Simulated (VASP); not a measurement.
A run of VASP 6.6.1:

The input INCAR:

```
SYSTEM = Pt
PREC     = Accurate       ! precision mode
ENCUT    = 570            ! plane-wave cutoff, eV
EDIFF    = 1E-6           ! SCF threshold, eV
ISMEAR   = 0              ! smearing method
SIGMA    = 0.15           ! smearing width, eV
LREAL    = .False.        ! projectors in reciprocal space
LASPH    = .True.         ! aspherical terms in the spheres
NELM     = 120            ! most SCF steps
ALGO     = Normal         ! electronic algorithm
ISIF     = 2              ! what is computed and relaxed
LWAVE    = .False.        ! write WAVECAR
LCHARG   = .False.        ! write CHGCAR
NBANDS   = 25             ! bands
GGA_COMPAT= .False.
```

KPOINTS

```
regular mesh
0
Gamma
  18 18 10
  0 0 0
```

POSCAR

```
Pt
1.0
    2.6857160603      0.0000000000      0.0000000000
   -1.3428580301      2.3258983356      0.0000000000
    0.0000000000      0.0000000000      4.6385750967
Pt
2
Direct
    0.6666666667      0.3333333333      0.7500000000
    0.3333333333      0.6666666667      0.2500000000
```

Potentials or basis: VASP PAW LDA potentials, release 64 (Pt_sv_GW).

Command:

```console
$ cat potpaw_LDA.64/Pt_sv_GW/POTCAR > POTCAR
$ mpirun -np 1 vasp_std > vasp.out
```

Hardware: 1 thread of Intel(R) Xeon(R) Platinum 8488C (Sapphire Rapids), on a shared host.

Problem. Estimate the wall time of this run.

Solution. Run time: 81 s on 1 thread of Intel(R) Xeon(R) Platinum 8488C (Sapphire Rapids), with other jobs on the host, peak memory 0.26 GiB. Counts: scf iterations 11, k points 222.
